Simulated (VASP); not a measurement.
# PdWSe3 (Pm-3m) in VASP: a series of runs

Runs on PdWSe3. Level: PBE. Tasks: single point, relaxation of cell and atoms.

All numbers are computed with VASP 6.6.1; they aren't measurements. Logs are shortened: lines on timing, memory, paths and dates and some standing lists are left out, and cuts for length are marked.

## Step 1: The cell of the first run

The structure is cubic, space group Pm-3m (No. 221). Conventional cell: a = 4.920 Å, b = 4.920 Å, c = 4.920 Å, α = 90.00°, β = 90.00°, γ = 90.00°. Pd (site symmetry m-3m) has 12 Se at 3.48 Å and 8 W at 4.26 Å within 4.6 Å. W (site symmetry m-3m) has 6 Se at 2.46 Å within 3.2 Å. Se (site symmetry 4/mmm) has 2 W at 2.46 Å within 3.2 Å.

## Step 2: Single point, PBE, collinear spin, ferromagnetic start

INCAR reads:

```
SYSTEM = PdWSe3
ALGO     = Normal         ! electronic algorithm
EDIFF    = 1E-7           ! SCF threshold, eV
ENCUT    = 520            ! plane-wave cutoff, eV
GGA      = PE             ! functional
ISIF     = 2              ! what is computed and relaxed
ISMEAR   = 0              ! smearing method
ISPIN    = 2              ! spin polarisation
LASPH    = .True.         ! aspherical terms in the spheres
LCHARG   = .False.        ! write CHGCAR
LMAXMIX  = 4              ! l up to which the mixer works
LORBIT   = 11             ! projections on sites
LREAL    = .False.        ! projectors in reciprocal space
LWAVE    = .False.        ! write WAVECAR
MAGMOM   = 1 0 0 0 0      ! initial moments
NBANDS   = 33             ! bands
NELM     = 150            ! most SCF steps
PREC     = Accurate       ! precision mode
SIGMA    = 0.1            ! smearing width, eV
```

KPOINTS reads:

```
k-points
0
Gamma
  4 4 4
  0 0 0
```

POSCAR reads:

```
PdWSe3
1.0
    4.9197402077      0.0000000000      0.0000000000
    0.0000000000      4.9197402077      0.0000000000
    0.0000000000      0.0000000000      4.9197402077
Pd W Se
1 1 3
Direct
    0.5000000000      0.5000000000      0.5000000000
    0.0000000000      0.0000000000      0.0000000000
    0.5000000000      0.0000000000      0.0000000000
    0.0000000000      0.5000000000      0.0000000000
    0.0000000000      0.0000000000      0.5000000000
```

Potentials or basis: VASP PAW PBE potentials, release 64 (Pd, W_sv, Se).

Started as:

```sh
$ cat potpaw_PBE.64/Pd/POTCAR potpaw_PBE.64/W_sv/POTCAR potpaw_PBE.64/Se/POTCAR > POTCAR
$ mpirun -np 1 vasp_std > vasp.out
```

OUTCAR:

```text
SYSTEM = PdWSe3
   EDIFF = 1E-7
   ENCUT = 520
   GGA = PE
   ISIF = 2
   ISMEAR = 0
   ISPIN = 2
   LASPH = .True.
   LORBIT = 11
   LREAL = .False.
   NELM = 150
   PREC = Accurate

 ion  position               nearest neighbor table
   1  0.500  0.500  0.500-
   2  0.000  0.000  0.000-   3 2.46   4 2.46   5 2.46   5 2.46   4 2.46   3 2.46
   3  0.500  0.000  0.000-   2 2.46   2 2.46
   4  0.000  0.500  0.000-   2 2.46   2 2.46
   5  0.000  0.000  0.500-   2 2.46   2 2.46

  LATTYP: Found a simple cubic cell.
 ALAT       =     4.9197402077

  Lattice vectors:

 A1 = (   4.9197402077,   0.0000000000,   0.0000000000)
 A2 = (   0.0000000000,   4.9197402077,   0.0000000000)
 A3 = (   0.0000000000,   0.0000000000,   4.9197402077)

Analysis of symmetry for initial positions (statically):
=====================================================================
 Subroutine PRICEL returns:
 Original cell was already a primitive cell.

 Routine SETGRP: Setting up the symmetry group for a
 simple cubic supercell.

 Subroutine GETGRP returns: Found 48 space group operations
 (whereof 48 operations were pure point group operations)
 out of a pool of 48 trial point group operations.

The static configuration has the point symmetry O_h .

Analysis of symmetry for dynamics (positions and initial velocities):
=====================================================================
 Subroutine PRICEL returns:
 Original cell was already a primitive cell.

 Routine SETGRP: Setting up the symmetry group for a
 simple cubic supercell.

 Subroutine GETGRP returns: Found 48 space group operations
 (whereof 48 operations were pure point group operations)
 out of a pool of 48 trial point group operations.

The dynamic configuration has the point symmetry O_h .

Analysis of structural, dynamic, and magnetic symmetry:
=====================================================================
 Subroutine PRICEL returns:
 Original cell was already a primitive cell.

 Routine SETGRP: Setting up the symmetry group for a
 simple cubic supercell.

 Subroutine GETGRP returns: Found 48 space group operations
 (whereof 48 operations were pure point group operations)
 out of a pool of 48 trial point group operations.

The overall configuration has the point symmetry O_h .

 Subroutine INISYM returns: Found 48 space group operations
 (whereof 48 operations are pure point group operations),
 and found     1 'primitive' translations

----------------------------------------------------------------------------------------

                                     Primitive cell

  volume of cell :     119.0766

  direct lattice vectors                    reciprocal lattice vectors
     4.919740208  0.000000000  0.000000000     0.203262765  0.000000000  0.000000000
     0.000000000  4.919740208  0.000000000     0.000000000  0.203262765  0.000000000
     0.000000000  0.000000000  4.919740208     0.000000000  0.000000000  0.203262765

  length of vectors
     4.919740208  4.919740208  4.919740208     0.203262765  0.203262765  0.203262765

  position of ions in fractional coordinates (direct lattice)
     0.500000000  0.500000000  0.500000000
     0.000000000  0.000000000  0.000000000
     0.500000000  0.000000000  0.000000000
     0.000000000  0.500000000  0.000000000
     0.000000000  0.000000000  0.500000000

  ion indices of the primitive-cell ions
   primitive index   ion index
                 1           1
                 2           2
                 3           3
                 4           4
                 5           5

----------------------------------------------------------------------------------------

 KPOINTS: k-points

Automatic generation of k-mesh.
 Grid dimensions read from file:
 generate k-points for:    4    4    4

 Generating k-lattice:

  Cartesian coordinates                     Fractional coordinates (reciprocal lattice)
     0.050815691  0.000000000  0.000000000     0.250000000  0.000000000  0.000000000
     0.000000000  0.050815691  0.000000000     0.000000000  0.250000000  0.000000000
     0.000000000  0.000000000  0.050815691     0.000000000  0.000000000  0.250000000

  Length of vectors
     0.050815691  0.050815691  0.050815691

  Shift w.r.t. Gamma in fractional coordinates (k-lattice)
     0.000000000  0.000000000  0.000000000

 Subroutine IBZKPT returns following result:
 ===========================================

 Found     10 irreducible k-points:

 Following reciprocal coordinates:
            Coordinates               Weight
  0.000000  0.000000  0.000000      1.000000
  0.250000  0.000000  0.000000      6.000000
  0.500000  0.000000  0.000000      3.000000
  0.250000  0.250000  0.000000     12.000000
  0.500000  0.250000  0.000000     12.000000
  0.500000  0.500000  0.000000      3.000000
  0.250000  0.250000  0.250000      8.000000
  0.500000  0.250000  0.250000     12.000000
  0.500000  0.500000  0.250000      6.000000
  0.500000  0.500000  0.500000      1.000000
   k-points           NKPTS =     10   k-points in BZ     NKDIM =     10   number of bands    NBANDS=     33
   number of dos      NEDOS =    301   number of ions     NIONS =      5
   total plane-waves  NPLWV =  64000
   dimension x,y,z NGX =    40 NGY =   40 NGZ =   40
   dimension x,y,z NGXF=    80 NGYF=   80 NGZF=   80
   ions per type =               1   1   3
   NGX,Y,Z   is equivalent  to a cutoff of  13.52, 13.52, 13.52 a.u.
   NGXF,Y,Z  is equivalent  to a cutoff of  27.03, 27.03, 27.03 a.u.
 SYSTEM =  PdWSe3
   PREC   = accura    normal or accurate (medium, high low for compatibility)
   ISTART =      0    job   : 0-new  1-cont  2-samecut
   ICHARG =      2    charge: 1-file 2-atom 10-const
   ISPIN  =      2    spin polarized calculation?
   LNONCOLLINEAR =      F non collinear calculations
   LSORBIT =      F    spin-orbit coupling
   LASPH  =      T    aspherical Exc in radial PAW
   ENCUT  =  520.0 eV  38.22 Ry    6.18 a.u.   9.15  9.15  9.15*2*pi/ulx,y,z
   NELM   =    150;   NELMIN=  2; NELMDL= -5     # of ELM steps
   EDIFF  = 0.1E-06   stopping-criterion for ELM
   LREAL  =      F    real-space projection
   EDIFFG = 0.1E-05   stopping-criterion for IOM
   NSW    =      0    number of steps for IOM
   IBRION =     -1    ionic relax: 0-MD 1-quasi-New 2-CG
   NFREE  =      0    steps in history (QN), initial steepest desc. (CG)
   ISIF   =      2    stress and relaxation
   ISYM   =      2    0-nonsym 1-usesym 2-fastsym
   POTIM  = 0.5000    time-step for ionic-motion
   TEBEG  =    0.0;   TEEND  =   0.0 temperature during run
   PSTRESS=    0.0 pullay stress
   NELECT =      42.0000    total number of electrons
   NUPDOWN=      -1.0000    fix difference up-down
   EMIN   =  10.00;   EMAX   =-10.00  energy-range for DOS
   EFERMI =   0.00;   METHOD = LEGACY
   ISMEAR =     0;   SIGMA  =   0.10  broadening in eV -4-tet -1-fermi 0-gaus
   EFERMI_NEDOS =   21; number of points for ismear=-14 and -15
   IALGO  =     38    algorithm
   IMIX   =      4    mixing-type and parameters
     AMIX     =   0.40;   BMIX     =  1.00
     AMIX_MAG =   1.60;   BMIX_MAG =  1.00
  volume/ion in A,a.u.               =      23.82       160.71
  Fermi-wavevector in a.u.,A,eV,Ry     =   1.156687  2.185821 18.203564  1.337924
  Thomas-Fermi vector in A             =   2.293305
   LORBIT       =     11    0 simple, 1 ext, 2 COOP (PROOUT), +10 PAW based schemes
   GGA     = PE    functional components
   LHFCALC =     F    Hartree Fock is set to
   AEXX    =    0.0000 exact exchange contribution
   IVDW    =     0    specifies the selected vdW correction
   LEPSILON=     F    determine dielectric tensor
   LRPA    =     F    only Hartree local field effects (RPA)
 spin polarized calculation
 Gauss-broadening in eV      SIGMA  =   0.10
  energy-cutoff  :      520.00
  volume of cell :      119.08
 maximum number of plane-waves:      3220
 NGX is ok and might be reduce to    40
   NGX = 19   NGY = 19   NGZ = 19

 number of electron      42.0000011 magnetization      -0.0027385

 number of electron      42.0000011 magnetization       0.0001413

 Free energy of the ion-electron system (eV)
  ---------------------------------------------------
  ext. energy  EPLUGINS =         0.00000000
  ---------------------------------------------------
  free energy    TOTEN  =       -25.98120307 eV

  energy without entropy =      -25.95836543  energy(sigma->0) =      -25.96978425

 E-fermi :   4.3929     XC(G=0):  -9.9531

 val. band max:        4.3277019268   @ k =   0.2500   0.2500   0.2500
 cond. band min:       4.3972676892   @ k =   0.5000   0.0000   0.0000
 fundamental gap:      0.0695657625
 Fermi energy:         4.3929233849

 spin component 1

 k-point     1 :       0.0000    0.0000    0.0000
  band No.  band energies     occupation
      1     -70.7632      1.00000
      2     -34.9866      1.00000
      3     -34.9866      1.00000
      4     -34.9866      1.00000
      5     -10.0656      1.00000
      6      -8.5347      1.00000
[... 349 lines left out ...]
     32      13.1240      0.00000
     33      13.1241      0.00000
 Fermi energy:         4.3929233849

 spin component 2

 k-point     1 :       0.0000    0.0000    0.0000
  band No.  band energies     occupation
      1     -70.7632      1.00000
      2     -34.9866      1.00000
      3     -34.9866      1.00000
      4     -34.9866      1.00000
      5     -10.0655      1.00000
      6      -8.5347      1.00000
[... 349 lines left out ...]
     32      13.1241      0.00000
     33      13.1241      0.00000

------------------------ aborting loop because EDIFF is reached ----------------------------------------

  FORCE on cell =-STRESS in cart. coord.  units (eV):
  Direction    XX          YY          ZZ          XY          YZ          ZX
  --------------------------------------------------------------------------------------
  -------------------------------------------------------------------------------------
  Total       -0.1865794     -0.1865794     -0.1865794     -0.0000000     -0.0000000      0.0000000
  in kB       -2.5104277     -2.5104277     -2.5104277     -0.0000000     -0.0000000      0.0000000
  external PRESSURE =      -2.5104277 kB  Pullay stress =       0.0000000 kB

 VOLUME and BASIS-vectors are now :
 -----------------------------------------------------------------------------
  energy-cutoff  :      520.00
  volume of cell :      119.08
      direct lattice vectors                 reciprocal lattice vectors
     4.919740208  0.000000000  0.000000000     0.203262765  0.000000000  0.000000000
     0.000000000  4.919740208  0.000000000     0.000000000  0.203262765  0.000000000
     0.000000000  0.000000000  4.919740208     0.000000000  0.000000000  0.203262765

 POSITION                                       TOTAL-FORCE (eV/Angst)
 -----------------------------------------------------------------------------------
      2.45987      2.45987      2.45987         0.000000      0.000000      0.000000
      0.00000      0.00000      0.00000         0.000000      0.000000      0.000000
      2.45987      0.00000      0.00000         0.000000      0.000000      0.000000
      0.00000      2.45987      0.00000         0.000000      0.000000      0.000000
      0.00000      0.00000      2.45987         0.000000      0.000000      0.000000
 -----------------------------------------------------------------------------------
    total drift:                               -0.000000      0.000000     -0.000000

  FREE ENERGIE OF THE ION-ELECTRON SYSTEM (eV)
  ---------------------------------------------------
  free  energy   TOTEN  =       -25.9812030692 eV

  energy  without entropy=      -25.9583654278  energy(sigma->0) =      -25.96978425

 total charge

# of ion       s       p       d       tot
------------------------------------------
    1        0.126   0.062   8.762   8.950
    2        2.315   6.284   3.332  11.932
    3        1.465   2.333   0.046   3.843
    4        1.465   2.333   0.046   3.843
    5        1.465   2.333   0.046   3.843
--------------------------------------------------
tot          6.835  13.344  12.232  32.411

 magnetization (x)

# of ion       s       p       d       tot
------------------------------------------
    1       -0.000   0.000   0.000   0.000
    2       -0.000  -0.000  -0.000  -0.000
    3        0.000   0.000  -0.000   0.000
    4        0.000   0.000  -0.000   0.000
    5        0.000   0.000  -0.000   0.000
--------------------------------------------------
tot         -0.000   0.000   0.000   0.000
```

It took 96 s on 1 thread of Intel Xeon Platinum 8488C (Sapphire Rapids), shared host; peak memory 0.32 GiB.

What came out:

- Free energy: -25.9812 eV
- Pressure: -0.3 GPa
- Band gap on the k mesh: zero (filled and empty bands overlap)
- Net moment: 0.00 μB per cell
- Valence electrons inside the program's atomic spheres: Pd 8.95; W 11.93; Se 3.84

Levels at points of the mesh, in eV from the Fermi level:
Spin up:
```
           k point  band 18  band 19  band 20  band 21  band 22  band 23  band 24  band 25
(0.00, 0.00, 0.00)    -0.99    -0.71    -0.71    -0.71    -0.70    -0.70    -0.70     0.41
(0.50, 0.00, 0.00)    -0.87    -0.78    -0.11     0.00     0.00     0.64     1.33     1.33
(0.50, 0.50, 0.00)    -0.79    -0.63    -0.63     0.47     0.82     1.18     1.58     1.58
(0.50, 0.50, 0.50)    -0.75     0.21     0.21     0.21     0.56     1.27     1.27     1.27
```
Spin down:
| k point | band 17 | band 18 | band 19 | band 20 | band 21 | band 22 | band 23 | band 24 | band 25 | band 26 |
| --- | --- | --- | --- | --- | --- | --- | --- | --- | --- | --- |
| (0.00, 0.00, 0.00) | -0.99 | -0.99 | -0.71 | -0.71 | -0.71 | -0.70 | -0.70 | -0.70 | 0.41 | 0.68 |
| (0.50, 0.00, 0.00) | -1.37 | -0.87 | -0.78 | -0.11 | 0.00 | 0.00 | 0.64 | 1.33 | 1.33 | 1.72 |
| (0.50, 0.50, 0.00) | -0.83 | -0.79 | -0.63 | -0.63 | 0.47 | 0.82 | 1.18 | 1.58 | 1.58 | 3.50 |
| (0.50, 0.50, 0.50) | -0.75 | -0.75 | 0.21 | 0.21 | 0.21 | 0.56 | 1.27 | 1.27 | 1.27 | 6.22 |

Caveat: spin-orbit coupling is left out, which moves the levels of the heavy elements.

## Step 3: Relaxation of cell and atoms, PBE

INCAR reads:

```
SYSTEM = PdWSe3
ALGO = Normal ; EDIFF = 1E-7
EDIFFG = -0.01 ; ENCUT = 600
GGA = PE ; IBRION = 2
ISIF = 3 ; ISMEAR = 0
LASPH = .TRUE. ; LCHARG = .FALSE.
LREAL = .FALSE. ; LWAVE = .FALSE.
NELM = 100 ; NSW = 100
PREC = Accurate ; SIGMA = 0.1
```

KPOINTS reads:

```
k-points
0
G
  8 8 8
  0 0 0
```

POSCAR is that of step 2.

Potentials or basis: VASP PAW PBE potentials, release 64 (Pd, W_sv, Se).

Started as:

```sh
$ cat potpaw_PBE.64/Pd/POTCAR potpaw_PBE.64/W_sv/POTCAR potpaw_PBE.64/Se/POTCAR > POTCAR
$ mpirun -np 1 vasp_std > vasp.out
```

OUTCAR:

```text
SYSTEM = PdWSe3
   EDIFF = 1E-7
   EDIFFG = -0.01
   ENCUT = 600
   GGA = PE
   IBRION = 2
   ISIF = 3
   ISMEAR = 0
   LASPH = .TRUE.
   LREAL = .FALSE.
   NELM = 100
   NSW = 100
   PREC = Accurate

 ion  position               nearest neighbor table
   1  0.500  0.500  0.500-
   2  0.000  0.000  0.000-   3 2.46   4 2.46   5 2.46   5 2.46   4 2.46   3 2.46
   3  0.500  0.000  0.000-   2 2.46   2 2.46
   4  0.000  0.500  0.000-   2 2.46   2 2.46
   5  0.000  0.000  0.500-   2 2.46   2 2.46

  LATTYP: Found a simple cubic cell.
 ALAT       =     4.9197402077

  Lattice vectors:

 A1 = (   4.9197402077,   0.0000000000,   0.0000000000)
 A2 = (   0.0000000000,   4.9197402077,   0.0000000000)
 A3 = (   0.0000000000,   0.0000000000,   4.9197402077)

[... 259 lines left out ...]

 number of electron      42.0000011 magnetization

 Free energy of the ion-electron system (eV)
  ---------------------------------------------------
  ext. energy  EPLUGINS =         0.00000000
  ---------------------------------------------------
  free energy    TOTEN  =       -26.02588530 eV

  energy without entropy =      -26.00423849  energy(sigma->0) =      -26.01506190

 E-fermi :   4.4528     XC(G=0):  -9.9622

 val. band max:        4.4360299305   @ k =   0.5000   0.1250   0.1250
 cond. band min:       4.4580333919   @ k =   0.5000   0.3750   0.3750
 fundamental gap:      0.0220034614
 Fermi energy:         4.4528396324

 k-point     1 :       0.0000    0.0000    0.0000
  band No.  band energies     occupation
      1     -70.6215      2.00000
      2     -34.8538      2.00000
      3     -34.8538      2.00000
      4     -34.8538      2.00000
      5     -10.0471      2.00000
      6      -8.5095      2.00000
[... 661 lines left out ...]
     24       5.9008      0.00000
     25       6.5534      0.00000

 [... further k-points ...]
[... 5 lines left out ...]
  --------------------------------------------------------------------------------------
  -------------------------------------------------------------------------------------
  Total        0.0025153      0.0025153      0.0025153     -0.0000000      0.0000000     -0.0000000
  in kB        0.0339231      0.0339231      0.0339231     -0.0000000      0.0000000     -0.0000000
  external PRESSURE =       0.0339231 kB  Pullay stress =       0.0000000 kB
[... 20 lines left out ...]
  FREE ENERGIE OF THE ION-ELECTRON SYSTEM (eV)
  ---------------------------------------------------
  free  energy   TOTEN  =       -26.0258853033 eV

  energy  without entropy=      -26.0042384875  energy(sigma->0) =      -26.01506190

 reached required accuracy - stopping structural energy minimisation
```

OSZICAR:

```text
N       E                     dE             d eps       ncg     rms          rms(c)
DAV:   1     0.331093900201E+03    0.33109E+03   -0.21505E+04  1774   0.174E+03
DAV:   2    -0.775655765812E+01   -0.33885E+03   -0.33356E+03  2124   0.382E+02
DAV:   3    -0.277780744621E+02   -0.20022E+02   -0.19606E+02  2188   0.840E+01
[... 32 lines left out ...]
DAV:   4    -0.260259247016E+02    0.22339E-03   -0.15899E-03  2000   0.164E-01    0.356E-02
DAV:   5    -0.260258884271E+02    0.36274E-04   -0.14206E-04  2012   0.840E-02    0.220E-02
DAV:   6    -0.260258860035E+02    0.24236E-05   -0.81329E-06  1933   0.199E-02    0.112E-02
DAV:   7    -0.260258853264E+02    0.67706E-06   -0.48490E-07  2106   0.449E-03    0.407E-03
DAV:   8    -0.260258853033E+02    0.23095E-07   -0.17278E-07  1006   0.211E-03
   3 F= -.26025885E+02 E0= -.26015062E+02  d E =-.170506E-03
```

Wall time 3.4 min (1 thread of Intel Xeon Platinum 8488C (Sapphire Rapids), shared host); peak memory 0.35 GiB.

Results:

```yaml
Free_energy: -26.0259 eV
Relaxed_volume: 23.76 Å³/atom
Relaxed_cell: a = 4.916 Å, b = 4.916 Å, c = 4.916 Å, α = 90.00°, β = 90.00°, γ = 90.00°
Space_group_after_relaxing_to_0.05_Å: Pm-3m (No. 221)
Energy_gained_by_relaxing: 0.0 meV/atom
Ionic_steps: 3
Pressure_after_relaxing: 0.0 GPa
Band_gap_on_the_k_mesh: zero (band 21 reaches 4.89 eV, above the bottom of band 22 at 3.70 eV)
```

Step by step:
```
step  energy change (eV)  largest force (eV/Å)  pressure (GPa)  volume (Å³)
   1              0.0000                0.0000           -0.19       119.08
   2             -0.0001                0.0000            0.15       118.59
   3             -0.0002                0.0000            0.00       118.80
```

Final structure:
```
Pd W Se
1.0
     4.91587    0.00000    0.00000
     0.00000    4.91587    0.00000
     0.00000    0.00000    4.91587
Pd W Se
1 1 3
Direct
  0.50000 0.50000 0.50000
  0.00000 0.00000 0.00000
  0.50000 0.00000 0.00000
  0.00000 0.50000 0.00000
  0.00000 0.00000 0.50000
```

Caveat: spin-orbit coupling is left out, which moves the levels of the heavy elements.
